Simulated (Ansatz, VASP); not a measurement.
In: VASP beside Ansatz

Contents of INCAR:

```
SYSTEM = In
ALGO = Normal
EDIFF = 1E-6
ENCUT = 520
GGA = PE
ISIF = 2
ISMEAR = -1
LASPH = .TRUE.
LCHARG = .FALSE.
LREAL = .FALSE.
LWAVE = .FALSE.
NBANDS = 26
NELM = 60
PREC = Accurate
SIGMA = 0.1
```

Contents of KPOINTS:

```
k-points
0
G
  8 8 11
  0 0 0
```

POSCAR

```
In
1.0
    5.4538606169      0.0000000000      0.0000000000
   -2.7269303085      4.7231818429      0.0000000000
    0.0000000000      0.0000000000      3.3813477659
In
3
Direct
    0.0000000000      1.0000000000      0.0000000000
    0.3333333333      0.6666666667      0.5000000000
    0.6666666667      0.3333333333      0.5000000000
```

Input for Ansatz:

```yaml
crystal:
  lattice:
    - [5.4538606169, 0.0, 0.0]
    - [-2.7269303085, 4.7231818429, 0.0]
    - [0.0, 0.0, 3.3813477659]
  atoms:
    - { symbol: In, position: [0.0, 1.0, 0.0] }
    - { symbol: In, position: [0.3333333333, 0.6666666667, 0.5] }
    - { symbol: In, position: [0.6666666667, 0.3333333333, 0.5] }
hamiltonian:
  xc: pbe
  pseudopotentials:
    kind: paw
    azcp:
      In: "pseudopotentials/In.paw.azcp"
basis:
  ecutwfc: 420
  fft_grid_basis: typed
kpoints:
  mp_grid: { grid: [8, 8, 11], shift: [0, 0, 0] }
magnetization:
  spin_polarized: false
scf:
  occupations: { method: fermi_dirac, width: 0.1 }
  lower_state_search: "off"
output:
  stress: true
```

Alike in both runs: task single point; functional PBE; k mesh 8 × 8 × 11; occupations fermi-dirac, width 0.1 eV; no spin polarisation.

|  | VASP | Ansatz |
| --- | --- | --- |
| version | VASP 6.6.1 | Ansatz 0.2.0 |
| potentials or method | VASP PAW PBE potentials, release 64 (In_d), cutoff 520 eV | plane waves (420 eV) with PAW, scalar-relativistic |
| valence electrons in the cell | 39 | 39 |

|  | VASP | Ansatz | Ansatz less VASP |
| --- | --- | --- | --- |
| pressure (GPa) | -1.1 | -1.1 | +0.04 |
| traceless stress, the component that is largest in VASP (GPa) | -0.18 | -0.18 | 0.000 |
